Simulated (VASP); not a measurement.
# Ni (Fm-3m) in VASP: a series of runs

The runs below take Ni through single point, with PBE.

All numbers are computed with VASP 6.6.1; they aren't measurements. Logs are shortened: lines on timing, memory, paths and dates and some standing lists are left out, and cuts for length are marked.

### Step 1. The cell of the first run

It takes space group Fm-3m (No. 225, cubic). Conventional cell: a = 3.571 Å, b = 3.571 Å, c = 3.571 Å, α = 90.00°, β = 90.00°, γ = 90.00°. Ni (site symmetry m-3m) has 12 Ni at 2.53 Å within 3.3 Å.

### Step 2. Single point, PBE, collinear spin, zero start

INCAR

```
PREC = Accurate
ENCUT = 520
EDIFF = 1E-6
ISMEAR = -1
SIGMA = 0.1
LREAL = F
LASPH = T
NELM = 150
ALGO = Normal
ISIF = 2
LWAVE = F
LCHARG = F
ISPIN = 2
MAGMOM = 0
LORBIT = 11
NUPDOWN = 0.0
LMAXMIX = 4
GGA = PE
NBANDS = 15
```

KPOINTS

```
Automatic mesh
0
Gamma
  12 12 12
```

POSCAR

```
Ni
1.0
    0.0000000000      1.7855000000      1.7855000000
    1.7855000000      0.0000000000      1.7855000000
    1.7855000000      1.7855000000      0.0000000000
Ni
1
Direct
    0.0000000000      0.0000000000      0.0000000000
```

Potentials or basis: VASP PAW PBE potentials, release 64 (Ni).

Command:

```
> cat potpaw_PBE.64/Ni/POTCAR > POTCAR
> mpirun -np 1 vasp_std > vasp.out
```

OUTCAR:

```text
PREC = Accurate
   ENCUT = 520
   EDIFF = 1E-6
   ISMEAR = -1
   LREAL = F
   LASPH = T
   NELM = 150
   ISIF = 2
   ISPIN = 2
   LORBIT = 11
   NUPDOWN = 0.0
   GGA = PE

 ion  position               nearest neighbor table
   1  0.000  0.000  0.000-

  LATTYP: Found a face centered cubic cell.
 ALAT       =     3.5710000000

  Lattice vectors:

 A1 = (   0.0000000000,   1.7855000000,   1.7855000000)
 A2 = (   1.7855000000,   0.0000000000,   1.7855000000)
 A3 = (   1.7855000000,   1.7855000000,   0.0000000000)

Analysis of symmetry for initial positions (statically):
=====================================================================
 Subroutine PRICEL returns:
 Original cell was already a primitive cell.

 Routine SETGRP: Setting up the symmetry group for a
 face centered cubic supercell.

 Subroutine GETGRP returns: Found 48 space group operations
 (whereof 48 operations were pure point group operations)
 out of a pool of 48 trial point group operations.

The static configuration has the point symmetry O_h .

Analysis of symmetry for dynamics (positions and initial velocities):
=====================================================================
 Subroutine PRICEL returns:
 Original cell was already a primitive cell.

 Routine SETGRP: Setting up the symmetry group for a
 face centered cubic supercell.

 Subroutine GETGRP returns: Found 48 space group operations
 (whereof 48 operations were pure point group operations)
 out of a pool of 48 trial point group operations.

The dynamic configuration has the point symmetry O_h .

Analysis of structural, dynamic, and magnetic symmetry:
=====================================================================
 Subroutine PRICEL returns:
 Original cell was already a primitive cell.

 Routine SETGRP: Setting up the symmetry group for a
 face centered cubic supercell.

 Subroutine GETGRP returns: Found 48 space group operations
 (whereof 48 operations were pure point group operations)
 out of a pool of 48 trial point group operations.

The overall configuration has the point symmetry O_h .

 Subroutine INISYM returns: Found 48 space group operations
 (whereof 48 operations are pure point group operations),
 and found     1 'primitive' translations

----------------------------------------------------------------------------------------

                                     Primitive cell

  volume of cell :      11.3844

  direct lattice vectors                    reciprocal lattice vectors
     0.000000000  1.785500000  1.785500000    -0.280033604  0.280033604  0.280033604
     1.785500000  0.000000000  1.785500000     0.280033604 -0.280033604  0.280033604
     1.785500000  1.785500000  0.000000000     0.280033604  0.280033604 -0.280033604

  length of vectors
     2.525078316  2.525078316  2.525078316     0.485032430  0.485032430  0.485032430

  position of ions in fractional coordinates (direct lattice)
[... 121 lines left out ...]
  ---------------------------------------------------
  ext. energy  EPLUGINS =         0.00000000
  ---------------------------------------------------
  free energy    TOTEN  =        -5.45376538 eV

  energy without entropy =       -5.36628065  energy(sigma->0) =       -5.41002302

 E-fermi :   8.5846     XC(G=0): -12.9884

 val. band max:        8.5659130860   @ k =   0.5000   0.1667   0.0000
 cond. band min:       8.5915705117   @ k =   0.5000   0.2500   0.0000
 fundamental gap:      0.0256574257
 Fermi energy:         8.5845981187

 spin component 1

 k-point     1 :       0.0000    0.0000    0.0000
  band No.  band energies     occupation
      1       0.0323      1.00000
      2       6.8305      1.00000
      3       6.8305      1.00000
      4       6.8305      1.00000
      5       7.8523      0.99934
      6       7.8523      0.99934
      7      32.0018      0.00000
      8      35.5884      0.00000
      9      35.5884      0.00000
     10      35.5884      0.00000
     11      38.4545      0.00000
     12      38.4545      0.00000
     13      38.4545      0.00000
     14      41.3883      0.00000
[... 403 lines left out ...]
      4       7.1383      1.00000
      5       8.4195      0.83907
      6      11.0139      0.00000
      7      14.7844      0.00000
      8      25.0405      0.00000
      9      29.6433      0.00000
     10      30.8939      0.00000
     11      39.7985      0.00000
     12      40.3056      0.00000
     13      46.9947      0.00000
     14      49.6915      0.00000
     15      50.8134      0.00000

 [... further k-points ...]

 spin component 2

 k-point     1 :       0.0000    0.0000    0.0000
  band No.  band energies     occupation
      1       0.0323      1.00000
      2       6.8305      1.00000
      3       6.8305      1.00000
      4       6.8305      1.00000
      5       7.8523      0.99934
      6       7.8523      0.99934
      7      32.0018      0.00000
      8      35.5884      0.00000
      9      35.5884      0.00000
     10      35.5884      0.00000
     11      38.4545      0.00000
     12      38.4545      0.00000
     13      38.4545      0.00000
     14      41.3883      0.00000
[... 403 lines left out ...]
      4       7.1383      1.00000
      5       8.4195      0.83907
      6      11.0139      0.00000
      7      14.7844      0.00000
      8      25.0405      0.00000
      9      29.6433      0.00000
     10      30.8939      0.00000
     11      39.7985      0.00000
     12      40.3056      0.00000
     13      46.9948      0.00000
     14      49.6915      0.00000
     15      50.8134      0.00000

 [... further k-points ...]
[... 5 lines left out ...]
  --------------------------------------------------------------------------------------
  -------------------------------------------------------------------------------------
  Total       -0.5994200     -0.5994200     -0.5994200      0.0000000      0.0000000      0.0000000
  in kB      -84.3591624    -84.3591624    -84.3591624      0.0000000      0.0000000      0.0000000
  external PRESSURE =     -84.3591624 kB  Pullay stress =       0.0000000 kB

 VOLUME and BASIS-vectors are now :
 -----------------------------------------------------------------------------
  energy-cutoff  :      520.00
  volume of cell :       11.38
      direct lattice vectors                 reciprocal lattice vectors
     0.000000000  1.785500000  1.785500000    -0.280033604  0.280033604  0.280033604
     1.785500000  0.000000000  1.785500000     0.280033604 -0.280033604  0.280033604
     1.785500000  1.785500000  0.000000000     0.280033604  0.280033604 -0.280033604

 POSITION                                       TOTAL-FORCE (eV/Angst)
 -----------------------------------------------------------------------------------
      0.00000      0.00000      0.00000         0.000000      0.000000      0.000000
 -----------------------------------------------------------------------------------
    total drift:                               -0.000000     -0.000000     -0.000000

  FREE ENERGIE OF THE ION-ELECTRON SYSTEM (eV)
  ---------------------------------------------------
  free  energy   TOTEN  =        -5.4537653842 eV

  energy  without entropy=       -5.3662806543  energy(sigma->0) =       -5.41002302

 total charge

# of ion       s       p       d       tot
------------------------------------------
    1        0.475   0.454   8.307   9.236

 magnetization (x)

# of ion       s       p       d       tot
------------------------------------------
    1       -0.000   0.000  -0.000  -0.000
```

OSZICAR:

```text
N       E                     dE             d eps       ncg     rms          rms(c)
DAV:   1     0.332687509895E+02    0.33269E+02   -0.44566E+03  4572   0.909E+02
DAV:   2    -0.502272006530E+01   -0.38291E+02   -0.35685E+02  4901   0.161E+02
DAV:   3    -0.648029061650E+01   -0.14576E+01   -0.14345E+01  5307   0.306E+01
DAV:   4    -0.649035055210E+01   -0.10060E-01   -0.10055E-01  5255   0.241E+00
DAV:   5    -0.649049585488E+01   -0.14530E-03   -0.14530E-03  5424   0.256E-01    0.935E+00
DAV:   6    -0.586413537195E+01    0.62636E+00   -0.14715E+01  6252   0.409E+01    0.625E+00
DAV:   7    -0.546969904881E+01    0.39444E+00   -0.28810E+00  5875   0.162E+01    0.154E+00
DAV:   8    -0.545565635318E+01    0.14043E-01   -0.26224E-02  5288   0.107E+00    0.467E-01
DAV:   9    -0.545375357615E+01    0.19028E-02   -0.27888E-03  7071   0.287E-01    0.637E-02
DAV:  10    -0.545376599020E+01   -0.12414E-04   -0.18497E-05  4867   0.403E-02    0.275E-02
DAV:  11    -0.545376538419E+01    0.60601E-06   -0.54821E-07  4991   0.485E-03
   1 F= -.54537654E+01 E0= -.54100230E+01  d E =-.874847E-01  mag=     0.0000
```

stdout:

```text
POSCAR found type information on POSCAR Ni
 POSCAR found :  1 types and       1 ions
 scaLAPACK will be used
 LDA part: xc-table for (Slater+PW92), standard interpolation
 POSCAR, INCAR and KPOINTS ok, starting setup
 FFT: planning ... GRIDC
 FFT: planning ... GRID_SOFT
 FFT: planning ... GRID
 WAVECAR not read
 entering main loop
```

Run time: 23 s. Hardware: 1 thread of AMD EPYC 9R14 (Zen 4), shared host; peak memory 0.11 GiB.

What came out:

```
Free energy                                           : -5.4538 eV
Pressure                                              : -8.4 GPa
Net moment                                            : 0.00 μB per cell
Valence electrons inside the program's atomic spheres : Ni 9.24
```

Caveat: the total moment is fixed, so each spin has its own Fermi level.

### Step 3. Single point, PBE, collinear spin, ferromagnetic start

INCAR

```
SYSTEM = Ni
ALGO = Normal
EDIFF = 1E-6
ENCUT = 520
GGA = PE
ISIF = 2
ISMEAR = -1
ISPIN = 2
LASPH = .TRUE.
LCHARG = .FALSE.
LMAXMIX = 4
LORBIT = 11
LREAL = .FALSE.
LWAVE = .FALSE.
MAGMOM = 2
NBANDS = 15
NELM = 150
PREC = Accurate
SIGMA = 0.1
```

KPOINTS

```
k-points
0
G
  12 12 12
  0 0 0
```

POSCAR is that of step 2.

Potentials or basis: VASP PAW PBE potentials, release 64 (Ni).

Command:

```
> cat potpaw_PBE.64/Ni/POTCAR > POTCAR
> mpirun -np 1 vasp_std > vasp.out
```

OUTCAR:

```text
SYSTEM = Ni
   EDIFF = 1E-6
   ENCUT = 520
   GGA = PE
   ISIF = 2
   ISMEAR = -1
   ISPIN = 2
   LASPH = .TRUE.
   LORBIT = 11
   LREAL = .FALSE.
   NELM = 150
   PREC = Accurate

 ion  position               nearest neighbor table
   1  0.000  0.000  0.000-

  LATTYP: Found a face centered cubic cell.
 ALAT       =     3.5710000000

  Lattice vectors:

 A1 = (   0.0000000000,   1.7855000000,   1.7855000000)
 A2 = (   1.7855000000,   0.0000000000,   1.7855000000)
 A3 = (   1.7855000000,   1.7855000000,   0.0000000000)

Analysis of symmetry for initial positions (statically):
=====================================================================
 Subroutine PRICEL returns:
 Original cell was already a primitive cell.

 Routine SETGRP: Setting up the symmetry group for a
 face centered cubic supercell.

 Subroutine GETGRP returns: Found 48 space group operations
 (whereof 48 operations were pure point group operations)
 out of a pool of 48 trial point group operations.

The static configuration has the point symmetry O_h .

[... 622 lines left out ...]
      3       7.1876      1.00000
      4       7.1876      1.00000
      5       8.1366      0.99756
      6       8.1366      0.99756
      7      31.9156      0.00000
      8      35.5842      0.00000
      9      35.5842      0.00000
     10      35.5842      0.00000
     11      38.4960      0.00000
     12      38.4960      0.00000
     13      38.4960      0.00000
     14      41.3299      0.00000
[... 403 lines left out ...]
      4       7.4322      1.00000
      5       8.7866      0.38051
      6      11.1679      0.00000
      7      14.9526      0.00000
      8      25.0734      0.00000
      9      29.6774      0.00000
     10      30.8911      0.00000
     11      39.8147      0.00000
     12      40.2890      0.00000
     13      47.0300      0.00000
     14      49.7342      0.00000
     15      50.8505      0.00000

 [... further k-points ...]
[... 5 lines left out ...]
  --------------------------------------------------------------------------------------
  -------------------------------------------------------------------------------------
  Total       -0.5173395     -0.5173395     -0.5173395     -0.0000000      0.0000000      0.0000000
  in kB      -72.8075944    -72.8075944    -72.8075944     -0.0000000      0.0000000      0.0000000
  external PRESSURE =     -72.8075944 kB  Pullay stress =       0.0000000 kB

 VOLUME and BASIS-vectors are now :
 -----------------------------------------------------------------------------
  energy-cutoff  :      520.00
  volume of cell :       11.38
      direct lattice vectors                 reciprocal lattice vectors
     0.000000000  1.785500000  1.785500000    -0.280033604  0.280033604  0.280033604
     1.785500000  0.000000000  1.785500000     0.280033604 -0.280033604  0.280033604
     1.785500000  1.785500000  0.000000000     0.280033604  0.280033604 -0.280033604

 POSITION                                       TOTAL-FORCE (eV/Angst)
 -----------------------------------------------------------------------------------
      0.00000      0.00000      0.00000         0.000000     -0.000000     -0.000000
 -----------------------------------------------------------------------------------
    total drift:                               -0.000000     -0.000000     -0.000000

  FREE ENERGIE OF THE ION-ELECTRON SYSTEM (eV)
  ---------------------------------------------------
  free  energy   TOTEN  =        -5.4863589141 eV

  energy  without entropy=       -5.4298180204  energy(sigma->0) =       -5.45808847

 total charge

# of ion       s       p       d       tot
------------------------------------------
    1        0.480   0.460   8.294   9.233

 magnetization (x)

# of ion       s       p       d       tot
------------------------------------------
    1       -0.006  -0.024   0.697   0.667
```

OSZICAR:

```text
N       E                     dE             d eps       ncg     rms          rms(c)
DAV:   1     0.339733195695E+02    0.33973E+02   -0.44374E+03  4572   0.910E+02
DAV:   2    -0.486150294511E+01   -0.38835E+02   -0.35664E+02  4852   0.161E+02
DAV:   3    -0.632870301842E+01   -0.14672E+01   -0.14519E+01  5342   0.310E+01
DAV:   4    -0.633847215753E+01   -0.97691E-02   -0.97669E-02  5197   0.239E+00
DAV:   5    -0.633860948402E+01   -0.13733E-03   -0.13732E-03  5495   0.252E-01    0.107E+01
DAV:   6    -0.591333282985E+01    0.42528E+00   -0.13876E+01  6259   0.424E+01    0.670E+00
DAV:   7    -0.549960393552E+01    0.41373E+00   -0.28849E+00  5840   0.167E+01    0.168E+00
DAV:   8    -0.549036162844E+01    0.92423E-02   -0.18768E-02  5071   0.825E-01    0.941E-01
DAV:   9    -0.548731785029E+01    0.30438E-02   -0.18032E-03  6691   0.259E-01    0.336E-01
DAV:  10    -0.548635391178E+01    0.96394E-03   -0.16326E-03  6420   0.250E-01    0.400E-02
DAV:  11    -0.548635844465E+01   -0.45329E-05   -0.18667E-05  4821   0.344E-02    0.258E-02
DAV:  12    -0.548635952668E+01   -0.10820E-05   -0.62489E-06  5805   0.168E-02    0.133E-02
DAV:  13    -0.548635891409E+01    0.61259E-06   -0.23030E-07  3399   0.510E-03
   1 F= -.54863589E+01 E0= -.54580885E+01  d E =-.565409E-01  mag=     0.6510
```

stdout:

```text
POSCAR found type information on POSCAR Ni
 POSCAR found :  1 types and       1 ions
 scaLAPACK will be used
 LDA part: xc-table for (Slater+PW92), standard interpolation
 POSCAR, INCAR and KPOINTS ok, starting setup
 FFT: planning ... GRIDC
 FFT: planning ... GRID_SOFT
 FFT: planning ... GRID
 WAVECAR not read
 entering main loop
```

It took 23 s on 1 thread of AMD EPYC 9R14 (Zen 4), shared host; peak memory 0.1 GiB.

What came out:

```yaml
Free_energy: -5.4864 eV
Pressure: -7.3 GPa
Net_moment: 0.65 μB per cell
Site_moments: Ni +0.67 μB
Valence_electrons_inside_the_program's_atomic_spheres: Ni 9.23
```

(Continued in part 2 of 2.)
